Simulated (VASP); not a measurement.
BaRe: single point with PBE

The system is BaRe.

```xyz
2
Lattice="3.7480 0.0000 0.0000 0.0000 3.7480 0.0000 0.0000 0.0000 3.7480" Properties=species:S:1:pos:R:3 pbc="T T T"
Ba    0.0000    0.0000    0.0000
Re    1.8740    1.8740    1.8740
```

```
Program                : VASP 6.6.1
Task                   : single point
Functional             : PBE
Potentials or basis    : VASP PAW PBE potentials, release 64 (Ba_sv, Re_sv_GW)
Cutoff                 : 560 eV
k mesh                 : 8 × 8 × 8
Occupations            : gaussian, width 0.05 eV
Spin                   : no spin polarisation
Dipole correction      : no
Further INCAR settings : ALGO = Normal; EDIFF = 1e-06; NBANDS = 20
```

* Pressure: 0.3 GPa
* Band gap on the k mesh: zero (an odd number of electrons rules out a gap without spin polarisation)

Levels at points of the mesh, in eV from the Fermi level:
```tsv
k point	band 8	band 9	band 10	band 11	band 12	band 13	band 14	band 15	band 16	band 17
(0.00, 0.00, 0.00)	-11.45	-4.33	-2.42	-2.42	-0.01	-0.01	-0.01	4.14	4.14	8.14
(0.50, 0.00, 0.00)	-11.39	-1.47	-1.17	-0.42	0.14	0.14	0.34	1.35	1.88	3.47
(0.50, 0.50, 0.00)	-11.18	-3.43	-1.73	-1.06	-1.06	1.10	1.12	3.64	3.64	4.92
(0.50, 0.50, 0.50)	-12.44	-0.18	-0.18	-0.18	0.07	0.07	0.07	1.18	1.18	1.97
```

It took 20 s on 1 thread of Intel(R) Xeon(R) 6975P-C (Granite Rapids), on a shared host, peak memory 0.2 GiB.

Caveat: spin-orbit coupling is left out, which moves the levels of the heavy elements.
